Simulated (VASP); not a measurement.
# CaMg (P4/mmm) in VASP: further runs

Runs on CaMg. Level: LDA. Tasks: single point.

Everything below comes from runs of VASP 6.6.1. Logs are shortened: lines on timing, memory, paths and dates and some standing lists are left out, and cuts for length are marked.

## Step 1: The cell of the first run

Symmetry: P4/mmm, No. 123, tetragonal system. Conventional cell: a = 3.870 Å, b = 3.870 Å, c = 4.448 Å, α = 90.00°, β = 90.00°, γ = 90.00°. Ca (site symmetry 4/mmm) has 8 Mg at 3.53 Å and 6 Ca at 3.87 to 4.45 Å within 4.6 Å. Mg (site symmetry 4/mmm) has 8 Ca at 3.53 Å and 6 Mg at 3.87 to 4.45 Å within 4.6 Å.

## Step 2: Single point, LDA (33.31 Å³/atom)

Contents of INCAR:

```
SYSTEM = CaMg
  ALGO = Fast
  EDIFF = 1E-6
  ENCUT = 520
  GGA = CA
  ISIF = 2
  ISMEAR = 0
  LASPH = .True.
  LCHARG = .False.
  LREAL = .False.
  LWAVE = .False.
  NBANDS = 13
  NELM = 60
  PREC = Accurate
  SIGMA = 0.15
```

Contents of KPOINTS:

```
k-points
0
Gamma
  14 14 14
  0 0 0
```

Contents of POSCAR:

```
CaMg
1.0
    3.8703035537      0.0000000000      0.0000000000
    0.0000000000      3.8703035537      0.0000000000
    0.0000000000      0.0000000000      4.4477528440
Ca Mg
1 1
Direct
    0.0000000000      0.0000000000      0.0000000000
    0.5000000000      0.5000000000      0.5000000000
```

Potentials or basis: VASP PAW LDA potentials, release 64 (Ca_sv, Mg).

Launch:

```console
$ cat potpaw_LDA.64/Ca_sv/POTCAR potpaw_LDA.64/Mg/POTCAR > POTCAR
$ mpirun -np 1 vasp_std > vasp.out
```

OUTCAR:

```text
SYSTEM = CaMg
   EDIFF = 1E-6
   ENCUT = 520
   GGA = CA
   ISIF = 2
   ISMEAR = 0
   LASPH = .True.
   LREAL = .False.
   NELM = 60
   PREC = Accurate

 ion  position               nearest neighbor table
   1  0.000  0.000  0.000-
   2  0.500  0.500  0.500-

  LATTYP: Found a simple tetragonal cell.
 ALAT       =     3.8703035537
 C/A-ratio  =     1.1492000000

  Lattice vectors:

 A1 = (   3.8703035537,   0.0000000000,   0.0000000000)
 A2 = (   0.0000000000,   3.8703035537,   0.0000000000)
 A3 = (   0.0000000000,   0.0000000000,   4.4477528440)

Analysis of symmetry for initial positions (statically):
=====================================================================
 Subroutine PRICEL returns:
 Original cell was already a primitive cell.

 Routine SETGRP: Setting up the symmetry group for a
 simple tetragonal supercell.

 Subroutine GETGRP returns: Found 16 space group operations
 (whereof 16 operations were pure point group operations)
 out of a pool of 16 trial point group operations.

The static configuration has the point symmetry D_4h.

Analysis of symmetry for dynamics (positions and initial velocities):
=====================================================================
 Subroutine PRICEL returns:
 Original cell was already a primitive cell.

 Routine SETGRP: Setting up the symmetry group for a
 simple tetragonal supercell.

 Subroutine GETGRP returns: Found 16 space group operations
 (whereof 16 operations were pure point group operations)
 out of a pool of 16 trial point group operations.

The dynamic configuration has the point symmetry D_4h.

 Subroutine INISYM returns: Found 16 space group operations
 (whereof 16 operations are pure point group operations),
 and found     1 'primitive' translations

----------------------------------------------------------------------------------------

                                     Primitive cell

  volume of cell :      66.6240

  direct lattice vectors                    reciprocal lattice vectors
     3.870303554  0.000000000  0.000000000     0.258377666  0.000000000  0.000000000
     0.000000000  3.870303554  0.000000000     0.000000000  0.258377666  0.000000000
     0.000000000  0.000000000  4.447752844     0.000000000  0.000000000  0.224832637

  length of vectors
     3.870303554  3.870303554  4.447752844     0.258377666  0.258377666  0.224832637

  position of ions in fractional coordinates (direct lattice)
[... 88 lines left out ...]
   TEBEG  =    0.0;   TEEND  =   0.0 temperature during run
   PSTRESS=    0.0 pullay stress
   NELECT =      12.0000    total number of electrons
   NUPDOWN=      -1.0000    fix difference up-down
   EMIN   =  10.00;   EMAX   =-10.00  energy-range for DOS
   EFERMI =   0.00;   METHOD = LEGACY
   ISMEAR =     0;   SIGMA  =   0.15  broadening in eV -4-tet -1-fermi 0-gaus
   EFERMI_NEDOS =   21; number of points for ismear=-14 and -15
   IALGO  =     68    algorithm
   IMIX   =      4    mixing-type and parameters
     AMIX     =   0.40;   BMIX     =  1.00
     AMIX_MAG =   1.60;   BMIX_MAG =  1.00
  volume/ion in A,a.u.               =      33.31       224.80
  Fermi-wavevector in a.u.,A,eV,Ry     =   0.924539  1.747124 11.629872  0.854771
  Thomas-Fermi vector in A             =   2.050295
   LORBIT       =      0    0 simple, 1 ext, 2 COOP (PROOUT), +10 PAW based schemes
   GGA     = CA    functional components
   LHFCALC =     F    Hartree Fock is set to
   AEXX    =    0.0000 exact exchange contribution
   IVDW    =     0    specifies the selected vdW correction
   LEPSILON=     F    determine dielectric tensor
   LRPA    =     F    only Hartree local field effects (RPA)
 non-spin polarized calculation
 RMM-DIIS sequential band-by-band and
 Gauss-broadening in eV      SIGMA  =   0.15
  energy-cutoff  :      520.00
  volume of cell :       66.62
 maximum number of plane-waves:      1852
 NGX is ok and might be reduce to    30
   NGX = 15   NGY = 15   NGZ = 17

 number of electron      12.0000003 magnetization

 Free energy of the ion-electron system (eV)
  ---------------------------------------------------
  ext. energy  EPLUGINS =         0.00000000
  ---------------------------------------------------
  free energy    TOTEN  =        -4.16115080 eV

  energy without entropy =       -4.14059823  energy(sigma->0) =       -4.15087452

 E-fermi :   1.7419     XC(G=0):  -8.1697

 val. band max:        1.7402780774   @ k =   0.2857   0.2857   0.2857
 cond. band min:       1.7437904378   @ k =   0.5000   0.0000   0.3571
 fundamental gap:      0.0035123604
 Fermi energy:         1.7419316915

 k-point     1 :       0.0000    0.0000    0.0000
  band No.  band energies     occupation
      1     -39.5144      2.00000
      2     -20.7985      2.00000
      3     -20.7688      2.00000
      4     -20.7688      2.00000
      5      -3.2349      2.00000
      6       2.4741      0.00000
      7       2.8338      0.00000
      8       4.0551      0.00000
      9       5.1456      0.00000
     10       5.1456      0.00000
     11       5.5379      0.00000
     12       6.3470      0.00000
     13       6.3470      0.00000
[... 354 lines left out ...]
  band No.  band energies     occupation
      1     -39.5076      2.00000
      2     -20.8368      2.00000
      3     -20.7962      2.00000
      4     -20.7882      2.00000
      5      -1.4689      2.00000
      6       1.1619      2.00000
      7       2.8787      0.00000
      8       3.4535      0.00000
      9       3.9156      0.00000
     10       4.5381      0.00000
     11       5.7988      0.00000
     12       6.4060      0.00000
     13       7.6266      0.00000

 [... further k-points ...]

------------------------ aborting loop because EDIFF is reached ----------------------------------------

  FORCE on cell =-STRESS in cart. coord.  units (eV):
  Direction    XX          YY          ZZ          XY          YZ          ZX
  --------------------------------------------------------------------------------------
  -------------------------------------------------------------------------------------
  Total       -1.2720495     -1.2720495     -1.6354694      0.0000000      0.0000000     -0.0000000
  in kB      -30.5903098    -30.5903098    -39.3298506      0.0000000      0.0000000     -0.0000000
  external PRESSURE =     -33.5034900 kB  Pullay stress =       0.0000000 kB

 VOLUME and BASIS-vectors are now :
 -----------------------------------------------------------------------------
  energy-cutoff  :      520.00
  volume of cell :       66.62
      direct lattice vectors                 reciprocal lattice vectors
     3.870303554  0.000000000  0.000000000     0.258377666  0.000000000  0.000000000
     0.000000000  3.870303554  0.000000000     0.000000000  0.258377666  0.000000000
     0.000000000  0.000000000  4.447752844     0.000000000  0.000000000  0.224832637

 POSITION                                       TOTAL-FORCE (eV/Angst)
 -----------------------------------------------------------------------------------
      0.00000      0.00000      0.00000         0.000000      0.000000      0.000000
      1.93515      1.93515      2.22388         0.000000      0.000000      0.000000
 -----------------------------------------------------------------------------------
    total drift:                                0.000000     -0.000000     -0.000000

  FREE ENERGIE OF THE ION-ELECTRON SYSTEM (eV)
  ---------------------------------------------------
  free  energy   TOTEN  =        -4.1611508020 eV

  energy  without entropy=       -4.1405982335  energy(sigma->0) =       -4.15087452
```

stdout:

```text
POSCAR found type information on POSCAR CaMg
 POSCAR found :  2 types and       2 ions
 scaLAPACK will be used
 LDA part: xc-table for (Slater(with rela. corr.)+CA(PZ))
 , standard interpolation
 POSCAR, INCAR and KPOINTS ok, starting setup
 FFT: planning ... GRIDC
 FFT: planning ... GRID_SOFT
 FFT: planning ... GRID
 WAVECAR not read
 entering main loop
WARNING in EDDRMM: call to ZHEGV failed, returncode =   6  3      8
```

Wall time 1.8 min (1 thread of Intel Xeon 6975P-C (Granite Rapids), shared host); peak memory 0.38 GiB.

Results:

```yaml
Free_energy: -4.1612 eV
Pressure: -3.4 GPa
Band_gap_on_the_k_mesh: zero (bands 6 and 7 overlap by 1.25 eV)
```

Levels at points of the mesh, in eV from the Fermi level:
```tsv
k point	band 4	band 5	band 6	band 7	band 8	band 9
(0.00, 0.00, 0.00)	-22.51	-4.98	0.73	1.09	2.31	3.40
(0.50, 0.00, 0.00)	-22.50	-2.65	-2.20	1.37	1.66	2.50
(0.50, 0.50, 0.00)	-22.52	-1.48	0.03	0.03	0.60	2.17
(0.00, 0.00, 0.50)	-22.51	-3.32	-2.65	1.48	2.50	2.50
(0.50, 0.00, 0.50)	-22.50	-2.00	-0.52	-0.33	0.07	2.78
(0.50, 0.50, 0.50)	-22.54	-0.28	-0.20	-0.20	1.11	2.61
```

Caveat: the cell stands under tension.

## Step 3: Single point, LDA (33.31 Å³/atom)

Edit INCAR of step 2 so:

```diff
@@ -4,3 +4,2 @@
   ENCUT = 520
-  GGA = CA
   ISIF = 2
@@ -12,3 +11,3 @@
   NBANDS = 13
-  NELM = 60
+  NELM = 80
   PREC = Accurate
```

KPOINTS is that of step 2.

Contents of POSCAR:

```
CaMg
1.0
    3.5276183235      0.0000000000      0.0000000000
    0.0000000000      3.5276183235      0.0000000000
    0.0000000000      0.0000000000      5.3538663295
Ca Mg
1 1
Direct
    0.0000000000      0.0000000000      0.0000000000
    0.5000000000      0.5000000000      0.5000000000
```

Potentials or basis: VASP PAW LDA potentials, release 64 (Ca_sv, Mg).

Launch:

```console
$ cat potpaw_LDA.64/Ca_sv/POTCAR potpaw_LDA.64/Mg/POTCAR > POTCAR
$ mpirun -np 1 vasp_std > vasp.out
```

OUTCAR:

```text
SYSTEM = CaMg
   EDIFF = 1E-6
   ENCUT = 520
   ISIF = 2
   ISMEAR = 0
   LASPH = .True.
   LREAL = .False.
   NELM = 80
   PREC = Accurate

 ion  position               nearest neighbor table
   1  0.000  0.000  0.000-
   2  0.500  0.500  0.500-

  LATTYP: Found a simple tetragonal cell.
 ALAT       =     3.5276183235
 C/A-ratio  =     1.5177000000

  Lattice vectors:

 A1 = (   3.5276183235,   0.0000000000,   0.0000000000)
 A2 = (   0.0000000000,   3.5276183235,   0.0000000000)
[... 571 lines left out ...]
------------------------ aborting loop because EDIFF is reached ----------------------------------------

  FORCE on cell =-STRESS in cart. coord.  units (eV):
  Direction    XX          YY          ZZ          XY          YZ          ZX
  --------------------------------------------------------------------------------------
  -------------------------------------------------------------------------------------
  Total       -0.9608365     -0.9608365     -2.1072396      0.0000000      0.0000000      0.0000000
  in kB      -23.1062449    -23.1062449    -50.6750037      0.0000000      0.0000000      0.0000000
  external PRESSURE =     -32.2958312 kB  Pullay stress =       0.0000000 kB

 VOLUME and BASIS-vectors are now :
 -----------------------------------------------------------------------------
  energy-cutoff  :      520.00
  volume of cell :       66.62
      direct lattice vectors                 reciprocal lattice vectors
     3.527618324  0.000000000  0.000000000     0.283477380  0.000000000  0.000000000
     0.000000000  3.527618324  0.000000000     0.000000000  0.283477380  0.000000000
     0.000000000  0.000000000  5.353866329     0.000000000  0.000000000  0.186780905

 POSITION                                       TOTAL-FORCE (eV/Angst)
 -----------------------------------------------------------------------------------
      0.00000      0.00000      0.00000         0.000000      0.000000      0.000000
      1.76381      1.76381      2.67693         0.000000      0.000000      0.000000
 -----------------------------------------------------------------------------------
    total drift:                               -0.000000      0.000000     -0.000000

  FREE ENERGIE OF THE ION-ELECTRON SYSTEM (eV)
  ---------------------------------------------------
  free  energy   TOTEN  =        -4.0468036781 eV

  energy  without entropy=       -4.0255351636  energy(sigma->0) =       -4.03616942
```

stdout:

```text
POSCAR found type information on POSCAR CaMg
 POSCAR found :  2 types and       2 ions
 scaLAPACK will be used
 LDA part: xc-table for (Slater(with rela. corr.)+CA(PZ))
 , standard interpolation
 POSCAR, INCAR and KPOINTS ok, starting setup
 FFT: planning ... GRIDC
 FFT: planning ... GRID_SOFT
 FFT: planning ... GRID
 WAVECAR not read
 entering main loop
WARNING in EDDRMM: call to ZHEGV failed, returncode =   6  3      5
```

Run time: 1.8 min. Hardware: 1 thread of Intel Xeon 6975P-C (Granite Rapids), shared host; peak memory 0.38 GiB.

Results:

```yaml
Free_energy: -4.0468 eV
Pressure: -3.2 GPa
Band_gap_on_the_k_mesh: zero (bands 6 and 7 overlap by 1.24 eV)
```

Levels at points of the mesh, in eV from the Fermi level:
| k point | band 4 | band 5 | band 6 | band 7 | band 8 | band 9 |
| --- | --- | --- | --- | --- | --- | --- |
| (0.00, 0.00, 0.00) | -22.50 | -5.02 | -0.32 | 0.20 | 1.13 | 3.56 |
| (0.50, 0.00, 0.00) | -22.48 | -2.15 | -1.87 | 0.30 | 1.35 | 3.06 |
| (0.50, 0.50, 0.00) | -22.55 | -0.83 | 0.81 | 0.81 | 1.27 | 1.61 |
| (0.00, 0.00, 0.50) | -22.50 | -4.01 | -3.14 | 1.21 | 2.04 | 3.29 |
| (0.50, 0.00, 0.50) | -22.48 | -2.02 | -0.77 | -0.24 | -0.13 | 2.62 |
| (0.50, 0.50, 0.50) | -22.55 | -0.30 | 0.17 | 0.17 | 1.66 | 2.89 |

Caveat: the cell stands under tension.

## Step 4: Single point, LDA (33.31 Å³/atom)

Contents of INCAR:

```
PREC     = Accurate       # precision mode
ENCUT    = 520            # plane-wave cutoff, eV
EDIFF    = 1E-7           # SCF threshold, eV
ISMEAR   = 0              # smearing method
SIGMA    = 0.15           # smearing width, eV
LREAL    = F              # projectors in reciprocal space
LASPH    = T              # aspherical terms in the spheres
NELM     = 100            # most SCF steps
ALGO     = Fast           # electronic algorithm
ISIF     = 2              # what is computed and relaxed
LWAVE    = F              # write WAVECAR
LCHARG   = F              # write CHGCAR
NBANDS   = 13             # bands
```

Contents of KPOINTS:

```
Automatic mesh
0
Gamma
  14 14 14
```

Contents of POSCAR:

```
CaMg
1.0
    3.6949523480      0.0000000000      0.0000000000
    0.0000000000      3.6949523480      0.0000000000
    0.0000000000      0.0000000000      4.8799235660
Ca Mg
1 1
Direct
    0.0000000000      0.0000000000      0.0000000000
    0.5000000000      0.5000000000      0.5000000000
```

Launch:

```console
$ cat potpaw_LDA.64/Ca_sv/POTCAR potpaw_LDA.64/Mg/POTCAR > POTCAR
$ mpirun -np 1 vasp_std > vasp.out
```

Run time: 1.8 min. Hardware: 1 thread of Intel Xeon 6975P-C (Granite Rapids), shared host; peak memory 0.38 GiB.

It converged, with:

| Item | Value |
| --- | --- |
| Free energy | -4.1200 eV |
| Pressure | -3.3 GPa |
| Band gap on the k mesh | zero (bands 6 and 7 overlap by 1.24 eV) |

Stress tensor (GPa, compression positive):
```
-2.84  0.00  0.00
 0.00 -2.84  0.00
 0.00  0.00 -4.17
```

Levels at points of the mesh, in eV from the Fermi level:
```csv
k point,band 4,band 5,band 6,band 7,band 8,band 9
"(0.00, 0.00, 0.00)",-22.52,-5.01,0.26,1.12,1.13,3.41
"(0.50, 0.00, 0.00)",-22.51,-2.42,-2.05,0.73,1.54,2.81
"(0.50, 0.50, 0.00)",-22.55,-1.14,0.39,0.39,0.92,1.81
"(0.00, 0.00, 0.50)",-22.52,-3.69,-2.92,1.33,2.73,2.88
"(0.50, 0.00, 0.50)",-22.51,-2.06,-0.68,-0.32,-0.06,2.93
"(0.50, 0.50, 0.50)",-22.56,-0.30,-0.07,-0.07,1.31,2.73
```

Caveat: the cell stands under tension.

## Step 5: The runs side by side

```csv
cell,further INCAR settings,gap on the mesh (eV),pressure (GPa)
"a = 3.870, b = 3.870, c = 4.448 Å, 2 atoms",ALGO = Fast; EDIFF = 1e-06; NBANDS = 13,none,-3.4
"a = 3.528, b = 3.528, c = 5.354 Å, 2 atoms",ALGO = Fast; EDIFF = 1e-06; NBANDS = 13,none,-3.2
"a = 3.695, b = 3.695, c = 4.880 Å, 2 atoms",ALGO = Fast; EDIFF = 1e-07; NBANDS = 13,none,-3.3
```

Alike in all rows: task single point; level LDA; potentials or basis VASP PAW LDA potentials, release 64 (Ca_sv, Mg); no spin polarisation; k mesh 14 × 14 × 14; cutoff (eV) 520; smearing gaussian 0.15 eV.

Caveats: the cell stands under tension.

Absolute energies hang on the potentials; compare differences alone.
